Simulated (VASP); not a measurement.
## Ta: single point with PBEsol

The system is Ta.

```xyz
1
Lattice="-1.6565 1.6565 1.6565 1.6565 -1.6565 1.6565 1.6565 1.6565 -1.6565" Properties=species:S:1:pos:R:3 pbc="T T T"
Ta    0.0000    0.0000    0.0000
```

This cell differs from its parent crystal: volume scaled by 1.03.

```yaml
Program: VASP 6.6.1
Task: single point
Functional: PBEsol
Potentials_or_basis: VASP PAW PBE potentials, release 64 (Ta_pv)
Cutoff: 520 eV
k_mesh: 18 × 18 × 18
Occupations: gaussian, width 0.1 eV
Spin: no spin polarisation
```

```json
{
 "Pressure": "-5.7 GPa"
}
```

Levels at points of the mesh, in eV from the Fermi level:
```tsv
k point	band 2	band 3	band 4	band 5	band 6	band 7	band 8	band 9
(0.00, 0.00, 0.00)	-33.07	-33.07	-7.90	0.71	0.71	0.71	3.95	3.95
(0.50, 0.00, 0.00)	-33.44	-33.08	-4.36	-1.53	1.56	3.82	4.84	7.71
(0.50, 0.50, 0.50)	-33.87	-33.87	-3.76	-3.76	6.76	6.76	6.76	8.57
```

Run time: 26 s on 1 thread of Intel(R) Xeon(R) 6975P-C (Granite Rapids), on a shared host, peak memory 0.17 GiB.

Caveat: the PAW data sets were made with another functional, which shifts forces and pressure a little; spin-orbit coupling is left out, which moves the levels of the heavy elements.
